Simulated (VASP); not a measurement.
# CsCl (Pm-3m) in VASP: notebook, part 3 of 3

VASP 6.6.1. The steps go on from the part before.

## Step 6: Relaxation of cell and atoms, r2SCAN, target pressure 30 GPa, at which the enthalpy is minimised

This run uses another cell than the first one, of 35.48 Å³/atom.

POSCAR reads:

```
CsCl
1.0
    4.1401753716      0.0000000000      0.0000000000
    0.0000000000      4.1401753716      0.0000000000
    0.0000000000      0.0000000000      4.1401753716
Cs Cl
1 1
Direct
    0.0000000000      0.0000000000      0.0000000000
    0.5000000000      0.5000000000      0.5000000000
```

INCAR.step1 reads:

```
PREC = Accurate
ENCUT = 550
ISMEAR = 0
SIGMA = 0.01
LREAL = False
LASPH = True
NELM = 120
GGA = PE
ALGO = Normal
EDIFF = 1E-5
LWAVE = True
LCHARG = False
GGA_COMPAT = False
IBRION = 2
ISIF = 3
EDIFFG = -0.005
NELMIN = 4
NSW = 100
```

INCAR.step2 reads:

```
PREC = Accurate
ENCUT = 550
EDIFF = 1E-7
ISMEAR = 0
SIGMA = 0.01
LREAL = False
LASPH = True
NELM = 120
ALGO = Normal
ISIF = 3
LWAVE = False
LCHARG = False
METAGGA = R2SCAN
LMIXTAU = True
IBRION = 2
NSW = 100
EDIFFG = -0.002
PSTRESS = 300.0
ISTART = 1
GGA_COMPAT = False
NELMIN = 4
```

KPOINTS reads:

```
Automatic mesh
0
Gamma
  6 6 6
```

Potentials or basis: VASP PAW PBE potentials, release 64 (Cs_sv, Cl).

The run is started by

```sh
$ cat potpaw_PBE.64/Cs_sv/POTCAR potpaw_PBE.64/Cl/POTCAR > POTCAR
$ cp INCAR.step1 INCAR
$ mpirun -np 1 vasp_std > vasp.out
$ cp INCAR.step2 INCAR
$ mpirun -np 1 vasp_std > vasp.out
```

OUTCAR:

```text
PREC = Accurate
   ENCUT = 550
   EDIFF = 1E-7
   ISMEAR = 0
   LREAL = False
   LASPH = True
   NELM = 120
   ISIF = 3
   METAGGA = R2SCAN
   IBRION = 2
   NSW = 100
   EDIFFG = -0.002
   PSTRESS = 300.0
   ISTART = 1
   NELMIN = 4

 ion  position               nearest neighbor table
   1  0.000  0.000  0.000-
   2  0.500  0.500  0.500-

  LATTYP: Found a simple cubic cell.
 ALAT       =     4.1401753716

  Lattice vectors:

 A1 = (   4.1401753716,   0.0000000000,   0.0000000000)
 A2 = (   0.0000000000,   4.1401753716,   0.0000000000)
 A3 = (   0.0000000000,   0.0000000000,   4.1401753716)

Analysis of symmetry for initial positions (statically):
=====================================================================
 Subroutine PRICEL returns:
 Original cell was already a primitive cell.

 Routine SETGRP: Setting up the symmetry group for a
 simple cubic supercell.

 Subroutine GETGRP returns: Found 48 space group operations
 (whereof 48 operations were pure point group operations)
 out of a pool of 48 trial point group operations.

The static configuration has the point symmetry O_h .

Analysis of symmetry for dynamics (positions and initial velocities):
=====================================================================
 Subroutine PRICEL returns:
 Original cell was already a primitive cell.

 Routine SETGRP: Setting up the symmetry group for a
 simple cubic supercell.

 Subroutine GETGRP returns: Found 48 space group operations
 (whereof 48 operations were pure point group operations)
 out of a pool of 48 trial point group operations.

The dynamic configuration has the point symmetry O_h .

 Subroutine INISYM returns: Found 48 space group operations
 (whereof 48 operations are pure point group operations),
 and found     1 'primitive' translations

----------------------------------------------------------------------------------------

                                     Primitive cell

  volume of cell :      70.9670

  direct lattice vectors                    reciprocal lattice vectors
     4.140175372  0.000000000  0.000000000     0.241535662  0.000000000  0.000000000
     0.000000000  4.140175372  0.000000000     0.000000000  0.241535662  0.000000000
     0.000000000  0.000000000  4.140175372     0.000000000  0.000000000  0.241535662

  length of vectors
     4.140175372  4.140175372  4.140175372     0.241535662  0.241535662  0.241535662

  position of ions in fractional coordinates (direct lattice)
     0.000000000  0.000000000  0.000000000
     0.500000000  0.500000000  0.500000000

  ion indices of the primitive-cell ions
   primitive index   ion index
                 1           1
                 2           2

----------------------------------------------------------------------------------------

 KPOINTS: Automatic mesh

Automatic generation of k-mesh.
 Grid dimensions read from file:
 generate k-points for:    6    6    6

 Generating k-lattice:

  Cartesian coordinates                     Fractional coordinates (reciprocal lattice)
     0.040255944  0.000000000  0.000000000     0.166666667  0.000000000  0.000000000
     0.000000000  0.040255944  0.000000000     0.000000000  0.166666667  0.000000000
     0.000000000  0.000000000  0.040255944     0.000000000  0.000000000  0.166666667

  Length of vectors
     0.040255944  0.040255944  0.040255944

  Shift w.r.t. Gamma in fractional coordinates (k-lattice)
     0.000000000  0.000000000  0.000000000

 Subroutine IBZKPT returns following result:
 ===========================================

 Found     20 irreducible k-points:

 Following reciprocal coordinates:
            Coordinates               Weight
  0.000000  0.000000  0.000000      1.000000
  0.166667  0.000000  0.000000      6.000000
  0.333333  0.000000  0.000000      6.000000
  0.500000  0.000000  0.000000      3.000000
  0.166667  0.166667  0.000000     12.000000
  0.333333  0.166667  0.000000     24.000000
[... 12 lines left out ...]
  0.500000  0.500000  0.333333      6.000000
  0.500000  0.500000  0.500000      1.000000
   k-points           NKPTS =     20   k-points in BZ     NKDIM =     20   number of bands    NBANDS=     12
   number of dos      NEDOS =    301   number of ions     NIONS =      2
   total plane-waves  NPLWV =  32768
   dimension x,y,z NGX =    32 NGY =   32 NGZ =   32
   dimension x,y,z NGXF=    64 NGYF=   64 NGZF=   64
   ions per type =               1   1
   NGX,Y,Z   is equivalent  to a cutoff of  12.85, 12.85, 12.85 a.u.
   NGXF,Y,Z  is equivalent  to a cutoff of  25.70, 25.70, 25.70 a.u.
 SYSTEM =  unknown system
   PREC   = accura    normal or accurate (medium, high low for compatibility)
   ISTART =      1    job   : 0-new  1-cont  2-samecut
   ICHARG =      0    charge: 1-file 2-atom 10-const
   ISPIN  =      1    spin polarized calculation?
   LNONCOLLINEAR =      F non collinear calculations
   LSORBIT =      F    spin-orbit coupling
   LASPH  =      T    aspherical Exc in radial PAW
   ENCUT  =  550.0 eV  40.42 Ry    6.36 a.u.   7.92  7.92  7.92*2*pi/ulx,y,z
   NELM   =    120;   NELMIN=  4; NELMDL=  0     # of ELM steps
   EDIFF  = 0.1E-06   stopping-criterion for ELM
   LREAL  =      F    real-space projection
   EDIFFG = -.2E-02   stopping-criterion for IOM
   NSW    =    100    number of steps for IOM
   IBRION =      2    ionic relax: 0-MD 1-quasi-New 2-CG
   NFREE  =      1    steps in history (QN), initial steepest desc. (CG)
   ISIF   =      3    stress and relaxation
   ISYM   =      2    0-nonsym 1-usesym 2-fastsym
   POTIM  = 0.5000    time-step for ionic-motion
   TEBEG  =    0.0;   TEEND  =   0.0 temperature during run
   PSTRESS=  300.0 pullay stress
   NELECT =      16.0000    total number of electrons
   NUPDOWN=      -1.0000    fix difference up-down
   EMIN   =  10.00;   EMAX   =-10.00  energy-range for DOS
   EFERMI =   0.00;   METHOD = LEGACY
   ISMEAR =     0;   SIGMA  =   0.01  broadening in eV -4-tet -1-fermi 0-gaus
   EFERMI_NEDOS =   21; number of points for ismear=-14 and -15
   IALGO  =     38    algorithm
   IMIX   =      4    mixing-type and parameters
     AMIX     =   0.40;   BMIX     =  1.00
     AMIX_MAG =   1.60;   BMIX_MAG =  1.00
  volume/ion in A,a.u.               =      35.48       239.45
  Fermi-wavevector in a.u.,A,eV,Ry     =   0.996390  1.882904 13.507773  0.992793
  Thomas-Fermi vector in A             =   2.128475
   LORBIT       =      0    0 simple, 1 ext, 2 COOP (PROOUT), +10 PAW based schemes
   METAGGA = R2SCAN    functional components
   LHFCALC =     F    Hartree Fock is set to
   AEXX    =    0.0000 exact exchange contribution
   IVDW    =     0    specifies the selected vdW correction
   LEPSILON=     F    determine dielectric tensor
   LRPA    =     F    only Hartree local field effects (RPA)
 conjugate gradient relaxation of ions
 non-spin polarized calculation
 Gauss-broadening in eV      SIGMA  =   0.01
  energy-cutoff  :      550.00
  volume of cell :       70.97
 maximum number of plane-waves:      2103
 NGX is ok and might be reduce to    32
   NGX = 15   NGY = 15   NGZ = 15

--------------------------------------- Ionic step        1  -------------------------------------------

 number of electron      16.0000001 magnetization

 Free energy of the ion-electron system (eV)
  ---------------------------------------------------
  ext. energy  EPLUGINS =         0.00000000
  ---------------------------------------------------
  free energy    TOTEN  =       -35.52516651 eV

  energy without entropy =      -35.52516651  energy(sigma->0) =      -35.52516651

 E-fermi :  -0.6163     XC(G=0):  -8.6125

 val. band max:       -0.7538262462   @ k =   0.0000   0.0000   0.0000
 cond. band min:       5.1556481787   @ k =   0.0000   0.0000   0.0000
 fundamental gap:      5.9094744250
 Fermi energy:        -0.6162656560
[... 714 lines left out ...]
  energy  without entropy=      -34.6258099480  energy(sigma->0) =      -34.62580995

  enthalpy is  TOTEN    =       -25.5335816216 eV   P V=        9.0922283264

[... ionic steps 4 to 14 ...]

--------------------------------------- Ionic step       15  -------------------------------------------

 number of electron      15.9999999 magnetization

------------------------ aborting loop because EDIFF is reached ----------------------------------------
[... 71 lines left out ...]
--------------------------------------- Ionic step       17  -------------------------------------------

 number of electron      15.9999999 magnetization

 Free energy of the ion-electron system (eV)
  ---------------------------------------------------
  ext. energy  EPLUGINS =         0.00000000
  ---------------------------------------------------
  free energy    TOTEN  =       -33.94513415 eV

  energy without entropy =      -33.94513415  energy(sigma->0) =      -33.94513415

 E-fermi :   3.1363     XC(G=0): -11.0990

 val. band max:        3.0840822653   @ k =   0.0000   0.0000   0.0000
 cond. band min:       7.6358553754   @ k =   0.0000   0.0000   0.0000
 fundamental gap:      4.5517731101
 Fermi energy:         3.1363443706
[... 331 lines left out ...]
  energy  without entropy=      -33.9451341463  energy(sigma->0) =      -33.94513415

  enthalpy is  TOTEN    =       -25.7067560198 eV   P V=        8.2383781265

 reached required accuracy - stopping structural energy minimisation
```

Run time: 11 min. Hardware: 1 thread of Intel Xeon 8259CL, shared host; peak memory 0.22 GiB.

Results:

| Quantity | Value |
| --- | --- |
| Free energy | -33.9451 eV |
| Relaxed volume | 22.00 Å³/atom |
| Relaxed cell | a = 3.530 Å, b = 3.530 Å, c = 3.530 Å, α = 90.00°, β = 90.00°, γ = 90.00° |
| Space group after relaxing (to 0.1 Å) | Pm-3m (No. 221) |
| Energy change on relaxing (the run minimises the enthalpy) | +790.0 meV/atom |
| Ionic steps | 17 |
| Pressure after relaxing | 30.0 GPa |
| Band gap on the k mesh | 4.55 eV |

The path:
| step | energy change (eV) | largest force (eV/Å) | pressure (GPa) | volume (Å³) |
| --- | --- | --- | --- | --- |
| 1 | 0.0000 | 0.0000 | 0.04 | 70.97 |
| 2 | 17.8279 | 0.0000 | 328.19 | 22.31 |
| 3 | 0.8994 | 0.0000 | 18.69 | 48.56 |
| 4 | 1.2317 | 0.0000 | 24.24 | 46.06 |
| 5 | 1.5991 | 0.0000 | 30.31 | 43.90 |
| 6 | 1.5143 | 0.0000 | 28.91 | 44.36 |
| 7 | 1.5178 | 0.0000 | 28.97 | 44.34 |
| 8 | 1.5284 | 0.0000 | 29.15 | 44.28 |
| 9 | 1.5285 | 0.0000 | 29.15 | 44.28 |
| 10 | 1.5290 | 0.0000 | 29.16 | 44.27 |
| 11 | 1.5300 | 0.0000 | 29.17 | 44.27 |
| 12 | 1.5320 | 0.0000 | 29.20 | 44.26 |
| 13 | 1.5360 | 0.0000 | 29.27 | 44.24 |
| 14 | 1.5439 | 0.0000 | 29.39 | 44.19 |
| 15 | 1.5599 | 0.0000 | 29.67 | 44.11 |
| 16 | 1.5922 | 0.0000 | 30.20 | 43.93 |
| 17 | 1.5800 | 0.0000 | 29.99 | 44.00 |

Final structure:
```cif
data_structure
_symmetry_space_group_name_H-M 'P 1'
_symmetry_Int_Tables_number 1
_cell_length_a 3.5303
_cell_length_b 3.5303
_cell_length_c 3.5303
_cell_angle_alpha 90.000
_cell_angle_beta 90.000
_cell_angle_gamma 90.000
_cell_volume 44.00
loop_
_atom_site_label
_atom_site_type_symbol
_atom_site_fract_x
_atom_site_fract_y
_atom_site_fract_z
_atom_site_occupancy
Cs1 Cs 0.00000 0.00000 0.00000 1
Cl1 Cl 0.50000 0.50000 0.50000 1
```

Levels at points of the mesh, in eV from the valence-band top:
```
           k point  band 4  band 5  band 6  band 7  band 8  band 9  band 10  band 11  band 12
(0.00, 0.00, 0.00)   -5.93   -5.93    0.00    0.00    0.00    4.55     4.55     9.33    11.82
(0.50, 0.00, 0.00)   -5.15   -5.15   -2.62   -1.30   -1.30    6.45     9.01    10.68    12.10
(0.50, 0.50, 0.00)   -8.28   -4.80   -0.84   -0.50   -0.50    6.58     6.61     8.43     8.43
(0.50, 0.50, 0.50)   -7.18   -7.18   -3.22   -3.22   -3.22   11.48    11.48    11.48    14.39
```

Caveat: the cell is relaxed towards a set pressure, so the run minimises the enthalpy, not the energy; the volume moved by over 15 % at a fixed basis, so the end points are rough; the PAW data sets were made with another functional, which shifts forces and pressure a little; spin-orbit coupling is left out, which moves the levels of the heavy elements.

## Step 7: Overview

```tsv
task	cell	k mesh	smearing	gap on the mesh (eV)	pressure (GPa)
single point	a = 3.524 Å, 2 atoms	6 × 6 × 6	gaussian 0.01 eV	4.52	30.7
single point	a = 4.140 Å, 2 atoms	6 × 6 × 6	gaussian 0.01 eV	5.91	0.0
single point	a = 4.140 Å, 2 atoms	10 × 10 × 10	fermi-dirac 0.1 eV	5.91	0.0
relaxation of cell and atoms	relaxed from a = 4.123 Å, 2 atoms	6 × 6 × 6	gaussian 0.01 eV	5.91	0.0
relaxation of cell and atoms	relaxed to 30 GPa from a = 4.140 Å, 2 atoms	6 × 6 × 6	gaussian 0.01 eV	4.55	30.0
```

Alike in all rows: level r2SCAN; potentials or basis VASP PAW PBE potentials, release 64 (Cs_sv, Cl); no spin polarisation; cutoff (eV) 550.

Caveats: the PAW data sets were made with another functional, which shifts forces and pressure a little; spin-orbit coupling is left out, which moves the levels of the heavy elements; the cell stands under pressure (at least some runs); the cell is relaxed towards a set pressure, so the run minimises the enthalpy, not the energy (at least some runs); the volume moved by over 15 % at a fixed basis, so the end points are rough (at least some runs).

Absolute energies hang on the potentials; compare differences alone.
